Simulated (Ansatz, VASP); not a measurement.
## Two plane-wave programs on Na2B5

INCAR

```
SYSTEM = Na2B5
PREC = Accurate
ENCUT = 600
EDIFF = 1E-6
ISMEAR = 0
SIGMA = 0.1
LREAL = .FALSE.
LASPH = .TRUE.
NELM = 100
ALGO = Normal
ISIF = 3
LWAVE = .FALSE.
LCHARG = .FALSE.
GGA = PE
IBRION = 2
NSW = 90
EDIFFG = -0.04
```

Contents of KPOINTS:

```
Automatic mesh
0
G
  4 4 4
  0 0 0
```

POSCAR

```
Na2B5
1.0
    3.8894688500      0.0000000000      0.0000000000
    0.0000000000      3.8894688500      0.0000000000
    0.0000000000      0.0000000000      4.9471092000
Na B
2 5
Direct
    0.5000000000      0.5000000000      0.2458123100
    0.5000000000      0.5000000000      0.7541876900
    0.3534075000      0.0000000000      0.0000000000
    0.6465925000      0.0000000000      0.0000000000
    0.0000000000      0.3534075000      0.0000000000
    0.0000000000      0.6465925000      0.0000000000
    0.0000000000      0.0000000000      0.0000000000
```

Input for Ansatz:

```yaml
crystal:
  lattice:
    - [3.88946885, 0.0, 0.0]
    - [0.0, 3.88946885, 0.0]
    - [0.0, 0.0, 4.9471092]
  atoms:
    - { symbol: Na, position: [0.5, 0.5, 0.24581231] }
    - { symbol: Na, position: [0.5, 0.5, 0.75418769] }
    - { symbol: B, position: [0.3534075, 0.0, 0.0] }
    - { symbol: B, position: [0.6465925, 0.0, 0.0] }
    - { symbol: B, position: [0.0, 0.3534075, 0.0] }
    - { symbol: B, position: [0.0, 0.6465925, 0.0] }
    - { symbol: B, position: [0.0, 0.0, 0.0] }
basis:
  ecutwfc: 420
kpoints:
  mp_grid: { grid: [4, 4, 4] }
hamiltonian:
  xc: pbe
scf:
  occupations: { method: gaussian, width: 0.1 }
  lower_state_search: "off"
output:
  forces: true
  stress: true
  eigenvalues: true
relax:
  adjacent_minimum: "off"
  f_tol: 0.04
  max_steps: 70
  cell: { stress_tol: 0.4 }
```

Alike in both runs: task relaxation of cell and atoms; functional PBE; k mesh 4 × 4 × 4; occupations gaussian, width 0.1 eV; no spin polarisation.

|  | VASP | Ansatz |
| --- | --- | --- |
| version | VASP 6.6.1 | Ansatz 0.2.0 |
| potentials or method | VASP PAW PBE potentials, release 64 (Na_pv, B), cutoff 600 eV | scalar-relativistic, plane waves, PAW |
| valence electrons in the cell | 29 | 33 |

|  | VASP | Ansatz | Ansatz less VASP |
| --- | --- | --- | --- |
| gap on the k mesh at the Fermi level, each at its own relaxed structure (eV) | none | none | - |
| relaxed volume (Å³/atom) | 21.50 | 22.75 | +1.249 |
| relaxed length of the cell vector where the two differ most in proportion (Å) | 6.982 | 7.366 | +0.3839 |

A gap of «none» marks a metal or a gap that the smearing closes. One of these differences is far larger than is usual between the two programs; its cause wasn't traced. VASP's potentials hold 29 valence electrons a cell and Ansatz's 33, so a difference there can come from the potentials and not from the codes.

The k mesh is coarse, so the values compare programs but aren't converged. Noted on VASP's run: the volume moved by over 15 % at a fixed basis, so the end points are rough.
